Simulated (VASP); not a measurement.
**Ca: single point with PBE**

System: Ca, a slab with vacuum.

```
Ca
1.0
     3.90706    0.00000    0.00000
     0.00000    5.52541    0.00000
     0.00000    0.00000   23.90710
Ca
3
Direct
  0.00000 0.00000 0.41829
  0.50000 0.50000 0.50000
  0.00000 0.00000 0.58171
```

* Program: VASP 6.6.1
* Task: single point
* Functional: PBE
* Potentials or basis: VASP PAW PBE potentials, release 64 (Ca_sv)
* Cutoff: 520 eV
* k mesh: 11 × 8 × 1
* Occupations: fermi-dirac, width 0.05 eV
* Spin: no spin polarisation

```json
{
  "Largest force": "0.141 eV/Å",
  "Band gap on the k mesh": "zero (bands 15 and 16 overlap by 0.34 eV)"
}
```

Forces in eV/Å, atoms in the order of the input:
```
Ca   0.000  0.000  0.141
Ca   0.000  0.000  0.000
Ca   0.000  0.000 -0.141
```

Levels at points of the mesh, in eV from the Fermi level:
| k point | band 13 | band 14 | band 15 | band 16 | band 17 | band 18 |
| --- | --- | --- | --- | --- | --- | --- |
| (0.00, 0.00, 0.00) | -3.46 | -1.90 | -0.30 | -0.03 | 0.76 | 0.95 |
| (0.00, 0.50, 0.00) | -2.32 | -2.04 | -1.26 | -0.14 | 0.44 | 0.61 |

Run time: 5.2 min on 1 thread of Intel(R) Xeon(R) 6975P-C (Granite Rapids) (shared host), peak memory 0.67 GiB.
